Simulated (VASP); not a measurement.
Wanted: the native input for a VASP 6.6.1 run.

| Property | Result |
| --- | --- |
| Task | single point |
| Functional | r2SCAN |
| Potentials or basis | VASP PAW PBE potentials, release 64 (Mg_sv, O) |
| Cutoff | 750 eV |
| k mesh | 10 × 10 × 10 |
| Occupations | gaussian, width 0.01 eV |
| Spin | no spin polarisation |
| Dipole correction | no |
| Mended | yes |
| Further INCAR settings | ALGO = Normal; EDIFF = 1e-06; NBANDS = 15 |

MgO:

```
Mg O
1.0
    -0.05255    2.10217    2.10217
     2.10217   -0.05255    2.10217
     2.04961    2.04961    0.00000
Mg O
1 1
Direct
  0.00000 0.00000 0.00000
  0.50000 0.50000 0.50000
```

This cell differs from its parent crystal: shear xy strain -5.0%.

These files were run (other wordings do the same):

POSCAR

```
MgO
1.0
   -0.0525541854      2.1021674158      2.1021674158
    2.1021674158     -0.0525541854      2.1021674158
    2.0496132304      2.0496132304      0.0000000000
Mg O
1 1
Direct
    0.0000000000      0.0000000000      0.0000000000
    0.5000000000      0.5000000000      0.5000000000
```

INCAR.step1

```
SYSTEM = MgO
  PREC = Accurate
  ENCUT = 750
  ISMEAR = 0
  SIGMA = 0.01
  LREAL = .False.
  LASPH = .True.
  NELM = 120
  NBANDS = 15
  GGA = PE
  ALGO = Normal
  EDIFF = 1E-5
  LWAVE = .True.
  LCHARG = .False.
  GGA_COMPAT = .False.
```

INCAR.step2

```
SYSTEM = MgO
  PREC = Accurate
  ENCUT = 750
  EDIFF = 1E-6
  ISMEAR = 0
  SIGMA = 0.01
  LREAL = .False.
  LASPH = .True.
  NELM = 120
  ALGO = Normal
  ISIF = 2
  LWAVE = .False.
  LCHARG = .False.
  METAGGA = R2SCAN
  LMIXTAU = .True.
  NBANDS = 15
  ISTART = 1
  GGA_COMPAT = .False.
```

KPOINTS

```
Automatic mesh
0
Gamma
  10 10 10
  0 0 0
```

Potentials or basis: VASP PAW PBE potentials, release 64 (Mg_sv, O).

Command:

```bash
$ cat potpaw_PBE.64/Mg_sv/POTCAR potpaw_PBE.64/O/POTCAR > POTCAR
$ cp INCAR.step1 INCAR
$ mpirun -np 1 vasp_std > vasp.out
$ cp INCAR.step2 INCAR
$ mpirun -np 1 vasp_std > vasp.out
```

Results of the run:

```yaml
Pressure: 0.0 GPa
Band_gap_on_the_k_mesh: 5.48 eV
```

Caveat: the cell differs from its parent crystal (shear xy strain -5.0%); the PAW data sets were made with another functional, which shifts forces and pressure a little.

It took 2.2 min on 1 thread of Intel(R) Xeon(R) 6975P-C (Granite Rapids) (shared host), peak memory 0.22 GiB.
